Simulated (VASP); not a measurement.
# TaN (Fm-3m) in VASP: a series of runs

Runs on TaN. Level: PBE. Tasks: single point.

All numbers are computed with VASP 6.6.1; they aren't measurements. Logs are shortened: lines on timing, memory, paths and dates and some standing lists are left out, and cuts for length are marked.

## Step 1: The cell of the first run

It takes space group Fm-3m (No. 225, cubic). The conventional cell has a = 4.415 Å, b = 4.415 Å, c = 4.415 Å, α = 90.00°, β = 90.00°, γ = 90.00°. Ta (site symmetry m-3m) has 6 N at 2.21 Å within 2.9 Å. Within 2.9 Å of N (site symmetry m-3m) lie 6 Ta at 2.21 Å.

## Step 2: Single point, PBE

File INCAR:

```
SYSTEM = TaN
ALGO = Normal
EDIFF = 1E-6
ENCUT = 520
GGA = PE
ISIF = 2
ISMEAR = 1
LASPH = .True.
LCHARG = .False.
LREAL = .False.
LWAVE = .False.
NBANDS = 15
NELM = 80
PREC = Accurate
SIGMA = 0.05
```

File KPOINTS:

```
k-points
0
Gamma
  11 11 11
  0 0 0
```

File POSCAR:

```
TaN
1.0
    0.0000000000      2.2076743409      2.2076743409
    2.2076743409      0.0000000000      2.2076743409
    2.2076743409      2.2076743409      0.0000000000
Ta N
1 1
Direct
    0.5000000000      0.5000000000      0.5000000000
    0.0000000000      0.0000000000      0.0000000000
```

Potentials or basis: VASP PAW PBE potentials, release 64 (Ta_pv, N).

Started as:

```
$ cat potpaw_PBE.64/Ta_pv/POTCAR potpaw_PBE.64/N/POTCAR > POTCAR
$ mpirun -np 1 vasp_std > vasp.out
```

OUTCAR:

```text
SYSTEM = TaN
   EDIFF = 1E-6
   ENCUT = 520
   GGA = PE
   ISIF = 2
   ISMEAR = 1
   LASPH = .True.
   LREAL = .False.
   NELM = 80
   PREC = Accurate

 ion  position               nearest neighbor table
   1  0.500  0.500  0.500-   2 2.21   2 2.21   2 2.21   2 2.21   2 2.21   2 2.21
   2  0.000  0.000  0.000-   1 2.21   1 2.21   1 2.21   1 2.21   1 2.21   1 2.21

  LATTYP: Found a face centered cubic cell.
 ALAT       =     4.4153486818

  Lattice vectors:

 A1 = (   0.0000000000,   2.2076743409,   2.2076743409)
 A2 = (   2.2076743409,   0.0000000000,   2.2076743409)
 A3 = (   2.2076743409,   2.2076743409,   0.0000000000)

Analysis of symmetry for initial positions (statically):
=====================================================================
 Subroutine PRICEL returns:
 Original cell was already a primitive cell.

 Routine SETGRP: Setting up the symmetry group for a
 face centered cubic supercell.

 Subroutine GETGRP returns: Found 48 space group operations
 (whereof 48 operations were pure point group operations)
 out of a pool of 48 trial point group operations.

The static configuration has the point symmetry O_h .

Analysis of symmetry for dynamics (positions and initial velocities):
=====================================================================
 Subroutine PRICEL returns:
 Original cell was already a primitive cell.

 Routine SETGRP: Setting up the symmetry group for a
 face centered cubic supercell.

 Subroutine GETGRP returns: Found 48 space group operations
 (whereof 48 operations were pure point group operations)
 out of a pool of 48 trial point group operations.

The dynamic configuration has the point symmetry O_h .

 Subroutine INISYM returns: Found 48 space group operations
 (whereof 48 operations are pure point group operations),
 and found     1 'primitive' translations

----------------------------------------------------------------------------------------

                                     Primitive cell

  volume of cell :      21.5196

  direct lattice vectors                    reciprocal lattice vectors
     0.000000000  2.207674341  2.207674341    -0.226482679  0.226482679  0.226482679
     2.207674341  0.000000000  2.207674341     0.226482679 -0.226482679  0.226482679
     2.207674341  2.207674341  0.000000000     0.226482679  0.226482679 -0.226482679

  length of vectors
     3.122122994  3.122122994  3.122122994     0.392279508  0.392279508  0.392279508

  position of ions in fractional coordinates (direct lattice)
     0.500000000  0.500000000  0.500000000
     0.000000000  0.000000000  0.000000000

  ion indices of the primitive-cell ions
   primitive index   ion index
                 1           1
                 2           2

----------------------------------------------------------------------------------------

 KPOINTS: k-points

Automatic generation of k-mesh.
 Grid dimensions read from file:
 generate k-points for:   11   11   11

 Generating k-lattice:

  Cartesian coordinates                     Fractional coordinates (reciprocal lattice)
    -0.020589334  0.020589334  0.020589334     0.090909091  0.000000000  0.000000000
     0.020589334 -0.020589334  0.020589334     0.000000000  0.090909091  0.000000000
     0.020589334  0.020589334 -0.020589334     0.000000000  0.000000000  0.090909091

  Length of vectors
     0.035661773  0.035661773  0.035661773

  Shift w.r.t. Gamma in fractional coordinates (k-lattice)
     0.000000000  0.000000000  0.000000000

 Subroutine IBZKPT returns following result:
 ===========================================

 Found     56 irreducible k-points:

 Following reciprocal coordinates:
            Coordinates               Weight
  0.000000  0.000000  0.000000      1.000000
  0.090909  0.000000  0.000000      8.000000
  0.181818  0.000000  0.000000      8.000000
  0.272727  0.000000  0.000000      8.000000
  0.363636  0.000000  0.000000      8.000000
  0.454545  0.000000  0.000000      8.000000
[... 16 lines left out ...]
 -0.272727  0.181818  0.000000     24.000000
 -0.181818  0.181818  0.000000     12.000000
 [... further k-points ...]
   k-points           NKPTS =     56   k-points in BZ     NKDIM =     56   number of bands    NBANDS=     15
   number of dos      NEDOS =    301   number of ions     NIONS =      2
   total plane-waves  NPLWV =  13824
   dimension x,y,z NGX =    24 NGY =   24 NGZ =   24
   dimension x,y,z NGXF=    48 NGYF=   48 NGZF=   48
   ions per type =               1   1
   NGX,Y,Z   is equivalent  to a cutoff of  12.78, 12.78, 12.78 a.u.
   NGXF,Y,Z  is equivalent  to a cutoff of  25.56, 25.56, 25.56 a.u.
 SYSTEM =  TaN
   PREC   = accura    normal or accurate (medium, high low for compatibility)
   ISTART =      0    job   : 0-new  1-cont  2-samecut
   ICHARG =      2    charge: 1-file 2-atom 10-const
   ISPIN  =      1    spin polarized calculation?
   LNONCOLLINEAR =      F non collinear calculations
   LSORBIT =      F    spin-orbit coupling
   LASPH  =      T    aspherical Exc in radial PAW
   ENCUT  =  520.0 eV  38.22 Ry    6.18 a.u.   5.81  5.81  5.81*2*pi/ulx,y,z
   NELM   =     80;   NELMIN=  2; NELMDL= -5     # of ELM steps
   EDIFF  = 0.1E-05   stopping-criterion for ELM
   LREAL  =      F    real-space projection
   EDIFFG = 0.1E-04   stopping-criterion for IOM
   NSW    =      0    number of steps for IOM
   IBRION =     -1    ionic relax: 0-MD 1-quasi-New 2-CG
   NFREE  =      0    steps in history (QN), initial steepest desc. (CG)
   ISIF   =      2    stress and relaxation
   ISYM   =      2    0-nonsym 1-usesym 2-fastsym
   POTIM  = 0.5000    time-step for ionic-motion
   TEBEG  =    0.0;   TEEND  =   0.0 temperature during run
   PSTRESS=    0.0 pullay stress
   NELECT =      16.0000    total number of electrons
   NUPDOWN=      -1.0000    fix difference up-down
   EMIN   =  10.00;   EMAX   =-10.00  energy-range for DOS
   EFERMI =   0.00;   METHOD = LEGACY
   ISMEAR =     1;   SIGMA  =   0.05  broadening in eV -4-tet -1-fermi 0-gaus
   EFERMI_NEDOS =   21; number of points for ismear=-14 and -15
   IALGO  =     38    algorithm
   IMIX   =      4    mixing-type and parameters
     AMIX     =   0.40;   BMIX     =  1.00
     AMIX_MAG =   1.60;   BMIX_MAG =  1.00
  volume/ion in A,a.u.               =      10.76        72.61
  Fermi-wavevector in a.u.,A,eV,Ry     =   1.483098  2.802649 29.927094  2.199579
  Thomas-Fermi vector in A             =   2.596802
   LORBIT       =      0    0 simple, 1 ext, 2 COOP (PROOUT), +10 PAW based schemes
   GGA     = PE    functional components
   LHFCALC =     F    Hartree Fock is set to
   AEXX    =    0.0000 exact exchange contribution
   IVDW    =     0    specifies the selected vdW correction
   LEPSILON=     F    determine dielectric tensor
   LRPA    =     F    only Hartree local field effects (RPA)
 non-spin polarized calculation
 Methfessel and Paxton  Order N= 1 SIGMA  =   0.05
  energy-cutoff  :      520.00
  volume of cell :       21.52
 maximum number of plane-waves:       595
   NGX = 11   NGY = 11   NGZ = 11

 number of electron      16.0000003 magnetization

 Free energy of the ion-electron system (eV)
  ---------------------------------------------------
  ext. energy  EPLUGINS =         0.00000000
  ---------------------------------------------------
  free energy    TOTEN  =       -21.82132542 eV

  energy without entropy =      -21.82152646  energy(sigma->0) =      -21.82139243

 E-fermi :   9.5010     XC(G=0): -13.3716

 val. band max:        9.4711301457   @ k =   0.0000   0.0000   0.0000
 cond. band min:       9.5333932058   @ k =   0.2727   0.1818   0.0909
 fundamental gap:      0.0622630601
 Fermi energy:         9.5010282197

 k-point     1 :       0.0000    0.0000    0.0000
  band No.  band energies     occupation
      1     -26.3922      2.00000
      2     -26.3922      2.00000
      3     -26.3922      2.00000
      4      -9.3521      2.00000
      5       5.6207      2.00000
      6       5.6207      2.00000
      7       5.6207      2.00000
      8       7.3372      2.00000
      9       7.3372      2.00000
     10       7.3372      2.00000
     11       9.4711      1.83821
     12       9.4711      1.83820
     13      10.8278      0.00000
     14      18.8098      0.00000
     15      21.7440      0.00000

 k-point     2 :       0.0909    0.0000    0.0000
  band No.  band energies     occupation
      1     -26.4616      2.00000
      2     -26.3986      2.00000
      3     -26.3986      2.00000
      4      -9.1580      2.00000
      5       4.6757      2.00000
      6       4.9903      2.00000
      7       4.9903      2.00000
      8       7.6368      2.00000
      9       7.6368      2.00000
     10       7.7092      2.00000
     11      10.2353     -0.00000
     12      10.2353     -0.00000
     13      11.4213      0.00000
     14      19.4103      0.00000
     15      21.7436      0.00000

 k-point     3 :       0.1818    0.0000    0.0000
  band No.  band energies     occupation
      1     -26.6432      2.00000
      2     -26.4157      2.00000
      3     -26.4157      2.00000
      4      -8.6191      2.00000
      5       3.0377      2.00000
      6       3.9186      2.00000
      7       3.9186      2.00000
      8       8.1839      2.00000
      9       8.3184      2.00000
     10       8.3184      2.00000
     11      11.8715      0.00000
     12      11.8715      0.00000
     13      12.7179      0.00000
     14      20.8778      0.00000
     15      21.7431      0.00000
[... 343 lines left out ...]
 k-point    23 :      -0.2727    0.1818    0.0000
  band No.  band energies     occupation
      1     -26.9759      2.00000
      2     -26.6288      2.00000
      3     -26.4554      2.00000
      4      -7.2183      2.00000
      5       0.4377      2.00000
      6       2.2865      2.00000
      7       2.8974      2.00000
      8       9.5482     -0.03637
      9       9.5964     -0.02128
     10      11.3579      0.00000
     11      12.3510      0.00000
     12      15.8286      0.00000
     13      16.4834      0.00000
     14      20.9627      0.00000
     15      21.7669      0.00000

 k-point    24 :      -0.1818    0.1818    0.0000
  band No.  band energies     occupation
      1     -26.8462      2.00000
      2     -26.5658      2.00000
      3     -26.4258      2.00000
      4      -7.7484      2.00000
      5       1.2212      2.00000
      6       2.6456      2.00000
      7       3.4018      2.00000
      8       8.7259      2.00000
      9       9.1026      2.00000
     10      10.7708      0.00000
     11      11.2358      0.00000
     12      14.9426      0.00000
     13      15.2223      0.00000
     14      21.7303      0.00000
     15      22.5923      0.00000

 [... further k-points ...]
[... 5 lines left out ...]
  --------------------------------------------------------------------------------------
  -------------------------------------------------------------------------------------
  Total        0.1576485      0.1576485      0.1576485      0.0000000     -0.0000000      0.0000000
  in kB       11.7372258     11.7372258     11.7372258      0.0000000     -0.0000000      0.0000000
  external PRESSURE =      11.7372258 kB  Pullay stress =       0.0000000 kB

 VOLUME and BASIS-vectors are now :
 -----------------------------------------------------------------------------
  energy-cutoff  :      520.00
  volume of cell :       21.52
      direct lattice vectors                 reciprocal lattice vectors
     0.000000000  2.207674341  2.207674341    -0.226482679  0.226482679  0.226482679
     2.207674341  0.000000000  2.207674341     0.226482679 -0.226482679  0.226482679
     2.207674341  2.207674341  0.000000000     0.226482679  0.226482679 -0.226482679

 POSITION                                       TOTAL-FORCE (eV/Angst)
 -----------------------------------------------------------------------------------
      2.20767      2.20767      2.20767         0.000000      0.000000      0.000000
      0.00000      0.00000      0.00000        -0.000000     -0.000000     -0.000000
 -----------------------------------------------------------------------------------
    total drift:                                0.000000     -0.000000     -0.000000

  FREE ENERGIE OF THE ION-ELECTRON SYSTEM (eV)
  ---------------------------------------------------
  free  energy   TOTEN  =       -21.8213254198 eV

  energy  without entropy=      -21.8215264633  energy(sigma->0) =      -21.82139243
```

It took 11 s on 1 thread of Intel Xeon Platinum 8259CL at 2.50GHz (Skylake/Cascade Lake), shared host; peak memory 0.15 GiB.

What came out:

```yaml
Free_energy: -21.8213 eV
Pressure: 1.2 GPa
Band_gap_on_the_k_mesh: zero (band 8 reaches 11.06 eV, above the bottom of band 9 at 7.34 eV)
```

Levels at points of the mesh, in eV from the Fermi level:
| k point | band 4 | band 5 | band 6 | band 7 | band 8 | band 9 | band 10 | band 11 | band 12 | band 13 |
| --- | --- | --- | --- | --- | --- | --- | --- | --- | --- | --- |
| (0.00, 0.00, 0.00) | -18.85 | -3.88 | -3.88 | -3.88 | -2.16 | -2.16 | -2.16 | -0.03 | -0.03 | 1.33 |

Caveat: spin-orbit coupling is left out, which moves the levels of the heavy elements.

(Continued in part 2 of 2.)
